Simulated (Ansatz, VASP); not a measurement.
AlAs4 in VASP and in Ansatz

```
Al As
1.0
     3.88807    0.00000    0.00000
    -1.94404    3.36717    0.00000
     0.00000    0.00000   18.18193
Al As
2 8
Direct
  0.33333 0.66667 0.04862
  0.66667 0.33333 0.95138
  0.66667 0.33333 0.09966
  0.33333 0.66667 0.90034
  0.00000 0.00000 0.25153
  0.33333 0.66667 0.32192
  0.66667 0.33333 0.46457
  0.33333 0.66667 0.53543
  0.00000 0.00000 0.74847
  0.66667 0.33333 0.67808
```

Alike in both runs: functional PBE; k mesh 5 × 5 × 1; occupations gaussian, width 0.2 eV; no spin polarisation.

Ansatz relaxed the structure, and its values are those at the end. VASP's run is a single point on that final structure, the one shown.

|  | VASP | Ansatz |
| --- | --- | --- |
| version | VASP 6.6.1 | Ansatz 0.2.0 |
| potentials or method | VASP PAW PBE potentials, release 64 (Al, As), cutoff 520 eV | scalar-relativistic, plane waves, PAW |
| valence electrons in the cell | 46 | 126 |

|  | VASP | Ansatz | Ansatz less VASP |
| --- | --- | --- | --- |
| gap on the k mesh at the Fermi level (eV) | 0.49 | 0.49 | +0.004 |
| least direct gap on the mesh (eV) | 0.77 | 0.79 | +0.018 |
| pressure (GPa) | 0.2 | 0.0 | -0.19 |
| rms of the force components (eV/Å) | 0.016 | 0.016 | +0.0008 |

VASP's potentials hold 46 valence electrons a cell and Ansatz's 126, so a difference there can come from the potentials and not from the codes.
